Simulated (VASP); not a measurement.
# Cu (Fm-3m) in VASP: further runs, part 2 of 2

VASP 6.6.1. The steps go on from the part before.

### Step 3. Relaxation of cell and atoms, PBE

This run uses another cell than the first one, of 11.30 Å³/atom, 0.946 times its volume.

The input, INCAR:

```
SYSTEM = Cu
ALGO = Normal
EDIFF = 1E-7
EDIFFG = -0.03
ENCUT = 600
GGA = PE
IBRION = 2
ISIF = 3
ISMEAR = 1
LASPH = .True.
LCHARG = .False.
LREAL = .False.
LWAVE = .False.
NELM = 80
NSW = 80
PREC = Accurate
SIGMA = 0.0584
```

The input, KPOINTS:

```
k-points
0
Gamma
  12 12 12
  0 0 0
```

The input, POSCAR:

```
Cu
1.0
    0.0000000000      1.7810820000      1.7810820000
    1.7810820000      0.0000000000      1.7810820000
    1.7810820000      1.7810820000      0.0000000000
Cu
1
Direct
    0.0000000000      0.0000000000      0.0000000000
```

Potentials or basis: VASP PAW PBE potentials, release 64 (Cu).

Run with:

```
$ cat potpaw_PBE.64/Cu/POTCAR > POTCAR
$ mpirun -np 1 vasp_std > vasp.out
```

OUTCAR:

```text
SYSTEM = Cu
   EDIFF = 1E-7
   EDIFFG = -0.03
   ENCUT = 600
   GGA = PE
   IBRION = 2
   ISIF = 3
   ISMEAR = 1
   LASPH = .True.
   LREAL = .False.
   NELM = 80
   NSW = 80
   PREC = Accurate

 ion  position               nearest neighbor table
   1  0.000  0.000  0.000-

  LATTYP: Found a face centered cubic cell.
 ALAT       =     3.5621640000

  Lattice vectors:

 A1 = (   0.0000000000,   1.7810820000,   1.7810820000)
 A2 = (   1.7810820000,   0.0000000000,   1.7810820000)
 A3 = (   1.7810820000,   1.7810820000,   0.0000000000)

Analysis of symmetry for initial positions (statically):
=====================================================================
 Subroutine PRICEL returns:
 Original cell was already a primitive cell.

 Routine SETGRP: Setting up the symmetry group for a
 face centered cubic supercell.

 Subroutine GETGRP returns: Found 48 space group operations
 (whereof 48 operations were pure point group operations)
 out of a pool of 48 trial point group operations.

The static configuration has the point symmetry O_h .

Analysis of symmetry for dynamics (positions and initial velocities):
=====================================================================
 Subroutine PRICEL returns:
 Original cell was already a primitive cell.
[... 165 lines left out ...]
  external PRESSURE =      96.0842637 kB  Pullay stress =       0.0000000 kB
[... 57 lines left out ...]
--------------------------------------- Ionic step        3  -------------------------------------------

 number of electron      10.9999996 magnetization

 Free energy of the ion-electron system (eV)
  ---------------------------------------------------
  ext. energy  EPLUGINS =         0.00000000
  ---------------------------------------------------
  free energy    TOTEN  =        -3.72408749 eV

  energy without entropy =       -3.72381991  energy(sigma->0) =       -3.72399830

 E-fermi :   7.2998     XC(G=0): -12.6357

 val. band max:        7.2976152343   @ k =   0.4167   0.4167   0.0000
 cond. band min:       7.3001401184   @ k =   0.5000   0.3333   0.1667
 fundamental gap:      0.0025248842
 Fermi energy:         7.2998077792

 k-point     1 :       0.0000    0.0000    0.0000
  band No.  band energies     occupation
      1      -1.8407      2.00000
      2       4.4073      2.00000
      3       4.4073      2.00000
      4       4.4073      2.00000
      5       5.2094      2.00000
      6       5.2094      2.00000
      7      29.8592      0.00000
      8      32.3815      0.00000
      9      32.3815      0.00000
[... 265 lines left out ...]
 k-point    24 :      -0.4167    0.1667    0.0000
  band No.  band energies     occupation
      1       2.8735      2.00000
      2       4.0648      2.00000
      3       4.5774      2.00000
      4       4.6570      2.00000
      5       5.6689      2.00000
      6       8.3822     -0.00000
      7      11.6367      0.00000
      8      21.9913      0.00000
      9      26.3551      0.00000

 [... further k-points ...]

------------------------ aborting loop because EDIFF is reached ----------------------------------------

  FORCE on cell =-STRESS in cart. coord.  units (eV):
  Direction    XX          YY          ZZ          XY          YZ          ZX
  --------------------------------------------------------------------------------------
  -------------------------------------------------------------------------------------
  Total        0.0016796      0.0016796      0.0016796     -0.0000000     -0.0000000     -0.0000000
  in kB        0.2242879      0.2242879      0.2242879     -0.0000000     -0.0000000     -0.0000000
  external PRESSURE =       0.2242879 kB  Pullay stress =       0.0000000 kB
[... 16 lines left out ...]
  FREE ENERGIE OF THE ION-ELECTRON SYSTEM (eV)
  ---------------------------------------------------
  free  energy   TOTEN  =        -3.7240874870 eV

  energy  without entropy=       -3.7238199136  energy(sigma->0) =       -3.72399830

 reached required accuracy - stopping structural energy minimisation
```

It took 14 s on 1 thread of Intel Xeon Platinum 8488C (Sapphire Rapids), shared host; peak memory 0.13 GiB.

Results:

```
Free energy                            : -3.7241 eV
Relaxed volume                         : 12.00 Å³/atom
Relaxed cell                           : a = 2.570 Å, b = 2.570 Å, c = 2.570 Å, α = 60.00°, β = 60.00°, γ = 60.00°
Space group after relaxing (to 0.05 Å) : Fm-3m (No. 225)
Energy gained by relaxing              : 19.6 meV/atom
Ionic steps                            : 3
Pressure after relaxing                : 0.0 GPa
```

Step by step:
| step | energy change (eV) | largest force (eV/Å) | pressure (GPa) | volume (Å³) |
| --- | --- | --- | --- | --- |
| 1 | 0.0000 | 0.0000 | 9.61 | 11.30 |
| 2 | -0.0130 | 0.0000 | -4.59 | 12.45 |
| 3 | -0.0196 | 0.0000 | 0.02 | 12.00 |

Final structure:
```yaml
crystal:
  lattice:
    - [0.00000, 1.81701, 1.81701]
    - [1.81701, 0.00000, 1.81701]
    - [1.81701, 1.81701, 0.00000]
  atoms:
    - { symbol: Cu, position: [0.00000, 0.00000, 0.00000] }
```

### Step 4. Single point, PBE

This run uses another cell than the first one, of 11.30 Å³/atom, 0.946 times its volume.

The input, INCAR:

```
SYSTEM = Cu
PREC = Accurate
ENCUT = 600
EDIFF = 1E-6
ISMEAR = 1
SIGMA = 0.0584
LREAL = .FALSE.
LASPH = .TRUE.
NELM = 120
ALGO = Normal
ISIF = 2
LWAVE = .FALSE.
LCHARG = .TRUE.
GGA = PE
LELF = .TRUE.
LVHAR = .TRUE.
NBANDS = 12
GGA_COMPAT = .FALSE.
```

The input, KPOINTS:

```
regular mesh
0
G
  12 12 12
  0 0 0
```

POSCAR is that of step 3.

Run with:

```
$ cat potpaw_PBE.64/Cu/POTCAR > POTCAR
$ mpirun -np 1 vasp_std > vasp.out
```

Wall time 9.7 s (1 thread of AMD EPYC 9R45 (Zen 5), shared host); peak memory 0.1 GiB.

It converged, with:

- Free energy: -3.7044 eV
- Pressure: 9.6 GPa

Levels at points of the mesh, in eV from the Fermi level:
```tsv
k point	band 2	band 3	band 4	band 5	band 6	band 7	band 8	band 9	band 10	band 11
(0.00, 0.00, 0.00)	-3.10	-3.10	-3.10	-2.22	-2.22	23.02	26.01	26.01	26.01	28.54
(0.50, 0.00, 0.00)	-3.14	-3.14	-1.62	-1.62	-1.06	4.05	21.49	22.84	22.84	25.79
(0.50, 0.50, 0.00)	-4.59	-1.63	-1.46	-1.46	1.54	7.50	13.50	13.50	18.10	21.07
```

### Step 5. The runs side by side

```csv
task,cell,cutoff (eV),gap on the mesh (eV),pressure (GPa)
single point,"a = 2.566 Å, angles 60.0°, 1 atom",520,none,0.6
relaxation of cell and atoms,"relaxed from a = 2.519 Å, angles 60.0°, 1 atom",600,none,0.0
single point,"a = 2.519 Å, angles 60.0°, 1 atom",600,none,9.6
```

Alike in all rows: level PBE; potentials or basis VASP PAW PBE potentials, release 64 (Cu); no spin polarisation; k mesh 12 × 12 × 12; smearing methfessel-paxton 0.0584 eV.

Total energies depend on the potentials used, so only differences within one code and one set of settings carry meaning.
